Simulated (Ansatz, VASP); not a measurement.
## One calculation of AlNi3, two programs

```
CELL_PARAMETERS angstrom
0.00918 2.80870 2.80147
2.80352 0.00613 2.80452
2.81058 2.81882 -0.00094
ATOMIC_POSITIONS crystal
Al 0.51799 0.47545 0.48120
Ni 0.23471 0.21297 0.23590
Ni 0.05270 0.96234 0.03015
Ni 0.77290 0.72066 0.80167
```

Change from the starting cell: kmesh displaced: [4, 4, 4] Gamma-centred.

Alike in both runs: task single point; functional r2SCAN; k mesh 4 × 4 × 4; occupations gaussian, width 0.1 eV; no spin polarisation.

|  | VASP | Ansatz |
| --- | --- | --- |
| version | VASP 6.6.1 | Ansatz 0.2.0 |
| potentials or method | VASP PAW PBE potentials, release 64 (Al, Ni), cutoff 660 eV | scalar-relativistic, plane waves, PAW |
| valence electrons in the cell | 33 | 57 |

|  | VASP | Ansatz | Ansatz less VASP |
| --- | --- | --- | --- |
| gap on the k mesh at the Fermi level (eV) | none | none | - |
| pressure (GPa) | 8.7 | 8.7 | +0.06 |
| traceless stress, the component that is largest in VASP (GPa) | 4.45 | 4.51 | +0.063 |
| rms of the force components (eV/Å) | 1.656 | 1.650 | -0.0060 |

VASP's potentials were made for PBE, not for r2SCAN. Atom by atom the forces differ by 0.008 eV/Å (rms over components). A gap of «none» marks a metal or a gap that the smearing closes. VASP's potentials hold 33 valence electrons a cell and Ansatz's 57, so a difference there can come from the potentials and not from the codes.

The k mesh is coarse, so the values compare programs but aren't converged.
